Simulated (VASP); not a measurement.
# Al (P6_3/mmc) in VASP: further runs

The runs below take Al through single point, with RPBE.

Program: VASP 6.6.1. These are calculated values, not measurements. Logs are shortened: lines on timing, memory, paths and dates and some standing lists are left out, and cuts for length are marked.

## Step 1: The cell of the first run

The structure is hexagonal, space group P6_3/mmc (No. 194). The conventional cell has a = 2.897 Å, b = 2.897 Å, c = 4.660 Å, α = 90.00°, β = 90.00°, γ = 120.00°. Within 3.8 Å of Al (site symmetry -6m2) lie 12 Al at 2.87 to 2.90 Å.

## Step 2: Single point, RPBE

Contents of INCAR:

```
  PREC = Accurate
  ENCUT = 520
  EDIFF = 1E-6
  ISMEAR = -1
  SIGMA = 0.1
  LREAL = False
  LASPH = True
  NELM = 60
  ALGO = Normal
  ISIF = 2
  LWAVE = False
  LCHARG = True
  GGA = RP
  LELF = True
  LVHAR = True
  NBANDS = 10
```

Contents of KPOINTS:

```
regular mesh
0
Gamma
  14 14 8
```

Contents of POSCAR:

```
Al
1.0
    2.8966050064      0.0000000000      0.0000000000
   -1.4483025032      2.5085335203      0.0000000000
    0.0000000000      0.0000000000      4.6597820347
Al
2
Direct
    0.3333333333      0.6666666667      0.2500000000
    0.6666666667      0.3333333333      0.7500000000
```

Potentials or basis: VASP PAW PBE potentials, release 64 (Al).

Launch:

```bash
> cat potpaw_PBE.64/Al/POTCAR > POTCAR
> mpirun -np 1 vasp_std > vasp.out
```

OUTCAR:

```text
PREC = Accurate
   ENCUT = 520
   EDIFF = 1E-6
   ISMEAR = -1
   LREAL = False
   LASPH = True
   NELM = 60
   ISIF = 2
   GGA = RP

 ion  position               nearest neighbor table
   1  0.333  0.667  0.250-   2 2.87   2 2.87   2 2.87   2 2.87   2 2.87   2 2.87
   2  0.667  0.333  0.750-   1 2.87   1 2.87   1 2.87   1 2.87   1 2.87   1 2.87

  LATTYP: Found a hexagonal cell.
 ALAT       =     2.8966050064
 C/A-ratio  =     1.6087046817

  Lattice vectors:

 A1 = (   2.8966050064,   0.0000000000,   0.0000000000)
 A2 = (  -1.4483025032,   2.5085335203,   0.0000000000)
 A3 = (   0.0000000000,   0.0000000000,   4.6597820347)

Analysis of symmetry for initial positions (statically):
=====================================================================
 Subroutine PRICEL returns:
 Original cell was already a primitive cell.

 Routine SETGRP: Setting up the symmetry group for a
 hexagonal supercell.

 Subroutine GETGRP returns: Found 24 space group operations
 (whereof 12 operations were pure point group operations)
 out of a pool of 24 trial point group operations.

The static configuration has the point symmetry D_3d.
 The point group associated with its full space group is D_6h.

Analysis of symmetry for dynamics (positions and initial velocities):
=====================================================================
 Subroutine PRICEL returns:
 Original cell was already a primitive cell.

 Routine SETGRP: Setting up the symmetry group for a
 hexagonal supercell.

 Subroutine GETGRP returns: Found 24 space group operations
 (whereof 12 operations were pure point group operations)
 out of a pool of 24 trial point group operations.

The dynamic configuration has the point symmetry D_3d.
 The point group associated with its full space group is D_6h.

 Subroutine INISYM returns: Found 24 space group operations
 (whereof 12 operations are pure point group operations),
 and found     1 'primitive' translations

----------------------------------------------------------------------------------------

                                     Primitive cell

  volume of cell :      33.8591

  direct lattice vectors                    reciprocal lattice vectors
     2.896605006  0.000000000  0.000000000     0.345231745  0.199319641  0.000000000
    -1.448302503  2.508533520  0.000000000     0.000000000  0.398639281  0.000000000
     0.000000000  0.000000000  4.659782035     0.000000000  0.000000000  0.214602312

  length of vectors
     2.896605006  2.896605006  4.659782035     0.398639281  0.398639281  0.214602312

  position of ions in fractional coordinates (direct lattice)
     0.333333333  0.666666667  0.250000000
     0.666666667  0.333333333  0.750000000

  ion indices of the primitive-cell ions
   primitive index   ion index
                 1           1
                 2           2

----------------------------------------------------------------------------------------

 KPOINTS: regular mesh

Automatic generation of k-mesh.
 Grid dimensions read from file:
 generate k-points for:   14   14    8

 Generating k-lattice:

  Cartesian coordinates                     Fractional coordinates (reciprocal lattice)
     0.024659410  0.014237117  0.000000000     0.071428571 -0.000000000  0.000000000
     0.000000000  0.028474234  0.000000000     0.000000000  0.071428571  0.000000000
     0.000000000  0.000000000  0.026825289     0.000000000  0.000000000  0.125000000

  Length of vectors
     0.028474234  0.028474234  0.026825289

  Shift w.r.t. Gamma in fractional coordinates (k-lattice)
     0.000000000  0.000000000  0.000000000

 Subroutine IBZKPT returns following result:
 ===========================================

 Found    120 irreducible k-points:

 Following reciprocal coordinates:
            Coordinates               Weight
  0.000000  0.000000  0.000000      1.000000
  0.071429  0.000000  0.000000      6.000000
  0.142857 -0.000000  0.000000      6.000000
  0.214286  0.000000  0.000000      6.000000
  0.285714  0.000000  0.000000      6.000000
  0.357143  0.000000  0.000000      6.000000
[... 16 lines left out ...]
  0.285714  0.285714  0.000000      6.000000
  0.357143  0.285714  0.000000      6.000000
 [... further k-points ...]
   k-points           NKPTS =    120   k-points in BZ     NKDIM =    120   number of bands    NBANDS=     10
   number of dos      NEDOS =    301   number of ions     NIONS =      2
   total plane-waves  NPLWV =  20736
   dimension x,y,z NGX =    24 NGY =   24 NGZ =   36
   dimension x,y,z NGXF=    48 NGYF=   48 NGZF=   72
   ions per type =               2
   NGX,Y,Z   is equivalent  to a cutoff of  13.77, 13.77, 12.84 a.u.
   NGXF,Y,Z  is equivalent  to a cutoff of  27.55, 27.55, 25.69 a.u.
 SYSTEM =  unknown system
   PREC   = accura    normal or accurate (medium, high low for compatibility)
   ISTART =      0    job   : 0-new  1-cont  2-samecut
   ICHARG =      2    charge: 1-file 2-atom 10-const
   ISPIN  =      1    spin polarized calculation?
   LNONCOLLINEAR =      F non collinear calculations
   LSORBIT =      F    spin-orbit coupling
   LASPH  =      T    aspherical Exc in radial PAW
   ENCUT  =  520.0 eV  38.22 Ry    6.18 a.u.   5.39  5.39  8.66*2*pi/ulx,y,z
   NELM   =     60;   NELMIN=  2; NELMDL= -5     # of ELM steps
   EDIFF  = 0.1E-05   stopping-criterion for ELM
   LREAL  =      F    real-space projection
   EDIFFG = 0.1E-04   stopping-criterion for IOM
   NSW    =      0    number of steps for IOM
   IBRION =     -1    ionic relax: 0-MD 1-quasi-New 2-CG
   NFREE  =      0    steps in history (QN), initial steepest desc. (CG)
   ISIF   =      2    stress and relaxation
   ISYM   =      2    0-nonsym 1-usesym 2-fastsym
   POTIM  = 0.5000    time-step for ionic-motion
   TEBEG  =    0.0;   TEEND  =   0.0 temperature during run
   PSTRESS=    0.0 pullay stress
   NELECT =       6.0000    total number of electrons
   NUPDOWN=      -1.0000    fix difference up-down
   EMIN   =  10.00;   EMAX   =-10.00  energy-range for DOS
   EFERMI =   0.00;   METHOD = LEGACY
   ISMEAR =    -1;   SIGMA  =   0.10  broadening in eV -4-tet -1-fermi 0-gaus
   EFERMI_NEDOS =   21; number of points for ismear=-14 and -15
   IALGO  =     38    algorithm
   IMIX   =      4    mixing-type and parameters
     AMIX     =   0.40;   BMIX     =  1.00
     AMIX_MAG =   1.60;   BMIX_MAG =  1.00
  volume/ion in A,a.u.               =      16.93       114.25
  Fermi-wavevector in a.u.,A,eV,Ry     =   0.919532  1.737664 11.504265  0.845540
  Thomas-Fermi vector in A             =   2.044737
   LORBIT       =      0    0 simple, 1 ext, 2 COOP (PROOUT), +10 PAW based schemes
   GGA     = RP    functional components
   LHFCALC =     F    Hartree Fock is set to
   AEXX    =    0.0000 exact exchange contribution
   IVDW    =     0    specifies the selected vdW correction
   LEPSILON=     F    determine dielectric tensor
   LRPA    =     F    only Hartree local field effects (RPA)
 non-spin polarized calculation
  energy-cutoff  :      520.00
  volume of cell :       33.86
 maximum number of plane-waves:       941
 NGX is ok and might be reduce to    24
   NGX = 11   NGY = 11   NGZ = 17

 number of electron       6.0000000 magnetization

 Free energy of the ion-electron system (eV)
  ---------------------------------------------------
  ext. energy  EPLUGINS =         0.00000000
  ---------------------------------------------------
  free energy    TOTEN  =        -6.95811896 eV

  energy without entropy =       -6.92876318  energy(sigma->0) =       -6.94344107

 E-fermi :   7.8327     XC(G=0): -10.0501

 val. band max:        7.7999912450   @ k =   0.2857   0.0714   0.2500
 cond. band min:       7.8902421067   @ k =   0.3571   0.2143   0.1250
 fundamental gap:      0.0902508618
 Fermi energy:         7.8326520062

 k-point     1 :       0.0000    0.0000    0.0000
  band No.  band energies     occupation
      1      -3.1353      2.00000
      2       3.3973      2.00000
      3       3.6844      2.00000
      4      17.9895      0.00000
      5      17.9895      0.00000
      6      18.4761      0.00000
      7      18.4761      0.00000
      8      19.9248      0.00000
      9      21.3911      0.00000
     10      22.3429      0.00000

 k-point     2 :       0.0714    0.0000    0.0000
  band No.  band energies     occupation
      1      -3.0153      2.00000
      2       3.5087      2.00000
      3       3.8017      2.00000
      4      15.9627      0.00000
      5      16.8608      0.00000
      6      18.1745      0.00000
      7      19.8136      0.00000
      8      20.7759      0.00000
      9      21.5766      0.00000
     10      21.8171      0.00000

 k-point     3 :       0.1429   -0.0000    0.0000
  band No.  band energies     occupation
      1      -2.6559      2.00000
      2       3.8430      2.00000
      3       4.1515      2.00000
      4      13.3732      0.00000
      5      15.7293      0.00000
      6      17.1232      0.00000
      7      19.2877      0.00000
      8      19.4983      0.00000
      9      21.3012      0.00000
     10      21.6372      0.00000

 k-point     4 :       0.2143    0.0000    0.0000
  band No.  band energies     occupation
      1      -2.0590      2.00000
      2       4.3998      2.00000
      3       4.7252      2.00000
      4      10.8839      0.00000
      5      14.8007      0.00000
      6      15.9410      0.00000
      7      16.8766      0.00000
      8      17.5926      0.00000
      9      20.5107      0.00000
     10      20.8295      0.00000
[... 222 lines left out ...]
 k-point    22 :       0.3571    0.2143    0.0000
  band No.  band energies     occupation
      1       2.6194      2.00000
      2       4.2264      2.00000
      3       7.3016      1.99017
      4       8.7555      0.00020
      5       9.4490      0.00000
      6      10.5194      0.00000
      7      11.3084      0.00000
      8      13.8605      0.00000
      9      14.2870      0.00000
     10      21.4155      0.00000

 k-point    23 :       0.2857    0.2857    0.0000
  band No.  band energies     occupation
      1       2.5074      2.00000
      2       5.5460      2.00000
      3       5.8163      2.00000
      4       8.6803      0.00042
      5       9.3748      0.00000
      6      11.4029      0.00000
      7      12.2778      0.00000
      8      12.7219      0.00000
      9      13.0496      0.00000
     10      23.7846      0.00000

 k-point    24 :       0.3571    0.2857    0.0000
  band No.  band energies     occupation
      1       3.8919      2.00000
      2       4.0932      2.00000
      3       5.5903      2.00000
      4       9.7555      0.00000
      5      10.2529      0.00000
      6      10.4089      0.00000
      7      11.4410      0.00000
      8      12.3054      0.00000
      9      12.6773      0.00000
     10      23.9679      0.00000

 [... further k-points ...]
[... 5 lines left out ...]
  --------------------------------------------------------------------------------------
  -------------------------------------------------------------------------------------
  Total       -0.1435262     -0.1435262      0.2097842      0.0000000      0.0000000      0.0000000
  in kB       -6.7915198     -6.7915198      9.9267855      0.0000000      0.0000000      0.0000000
  external PRESSURE =      -1.2187514 kB  Pullay stress =       0.0000000 kB

 VOLUME and BASIS-vectors are now :
 -----------------------------------------------------------------------------
  energy-cutoff  :      520.00
  volume of cell :       33.86
      direct lattice vectors                 reciprocal lattice vectors
     2.896605006  0.000000000  0.000000000     0.345231745  0.199319641  0.000000000
    -1.448302503  2.508533520  0.000000000     0.000000000  0.398639281  0.000000000
     0.000000000  0.000000000  4.659782035     0.000000000  0.000000000  0.214602312

 POSITION                                       TOTAL-FORCE (eV/Angst)
 -----------------------------------------------------------------------------------
     -0.00000      1.67236      1.16495         0.000000      0.000000      0.000000
      1.44830      0.83618      3.49484        -0.000000     -0.000000      0.000000
 -----------------------------------------------------------------------------------
    total drift:                                0.000000     -0.000000      0.000000

  FREE ENERGIE OF THE ION-ELECTRON SYSTEM (eV)
  ---------------------------------------------------
  free  energy   TOTEN  =        -6.9581189570 eV

  energy  without entropy=       -6.9287631824  energy(sigma->0) =       -6.94344107
```

Wall time 39 s (1 thread of Intel Xeon 8259CL, shared host); peak memory 0.16 GiB.

What came out:

```
Free energy            : -6.9581 eV
Pressure               : -0.1 GPa
Band gap on the k mesh : zero (band 3 reaches 12.17 eV, above the bottom of band 4 at 4.63 eV)
```

Levels at points of the mesh, in eV from the Fermi level:
| k point | band 1 | band 2 | band 3 | band 4 | band 5 | band 6 | band 7 | band 8 |
| --- | --- | --- | --- | --- | --- | --- | --- | --- |
| (0.00, 0.00, 0.00) | -10.97 | -4.44 | -4.15 | 10.16 | 10.16 | 10.64 | 10.64 | 12.09 |
| (0.50, 0.00, 0.00) | -5.32 | -5.09 | 0.61 | 1.24 | 1.52 | 1.82 | 5.32 | 7.04 |
| (0.00, 0.00, 0.50) | -9.27 | -9.27 | 3.67 | 3.67 | 11.46 | 11.46 | 11.46 | 11.46 |
| (0.50, 0.00, 0.50) | -3.89 | -3.89 | -3.21 | -3.21 | 6.79 | 6.79 | 7.50 | 7.50 |

Caveat: the PAW data sets were made with another functional, which shifts forces and pressure a little.

## Step 3: Single point, RPBE (volume scaled by 1.04)

Contents of INCAR:

```
SYSTEM = Al
  PREC = Accurate
  ENCUT = 520
  EDIFF = 1E-7
  ISMEAR = -1
  SIGMA = 0.1
  LREAL = .False.
  LASPH = .True.
  NELM = 80
  ALGO = Normal
  ISIF = 2
  LWAVE = .False.
  LCHARG = .True.
  GGA = RP
  LELF = .True.
  LVHAR = .True.
  NBANDS = 10
```

Contents of KPOINTS:

```
regular mesh
0
Gamma
  14 14 8
  0 0 0
```

Contents of POSCAR:

```
Al
1.0
    2.9347226014      0.0000000000      0.0000000000
   -1.4673613007      2.5415443259      0.0000000000
    0.0000000000      0.0000000000      4.7211019883
Al
2
Direct
    0.3333333333      0.6666666667      0.2500000000
    0.6666666667      0.3333333333      0.7500000000
```

Potentials or basis: VASP PAW PBE potentials, release 64 (Al).

Launch:

```bash
> cat potpaw_PBE.64/Al/POTCAR > POTCAR
> mpirun -np 1 vasp_std > vasp.out
```

Wall time 46 s (1 thread of Intel Xeon 8259CL, shared host); peak memory 0.17 GiB.

It converged, with:

```yaml
Free_energy: -6.9458 eV
Pressure: -2.7 GPa
Band_gap_on_the_k_mesh: zero (band 3 reaches 11.69 eV, above the bottom of band 4 at 4.28 eV)
```

Stress tensor (GPa, compression positive):
```
-3.19  0.00  0.00
 0.00 -3.19  0.00
 0.00  0.00 -1.77
```

Levels at points of the mesh, in eV from the Fermi level:
| k point | band 1 | band 2 | band 3 | band 4 | band 5 | band 6 | band 7 |
| --- | --- | --- | --- | --- | --- | --- | --- |
| (0.00, 0.00, 0.00) | -10.70 | -4.28 | -4.09 | 9.85 | 9.85 | 10.43 | 10.43 |
| (0.50, 0.00, 0.00) | -5.22 | -4.94 | 0.62 | 1.18 | 1.57 | 1.72 | 5.16 |
| (0.00, 0.00, 0.50) | -9.04 | -9.04 | 3.59 | 3.59 | 11.18 | 11.18 | 11.18 |
| (0.50, 0.00, 0.50) | -3.77 | -3.77 | -3.15 | -3.15 | 6.59 | 6.59 | 7.41 |

Caveat: the PAW data sets were made with another functional, which shifts forces and pressure a little.
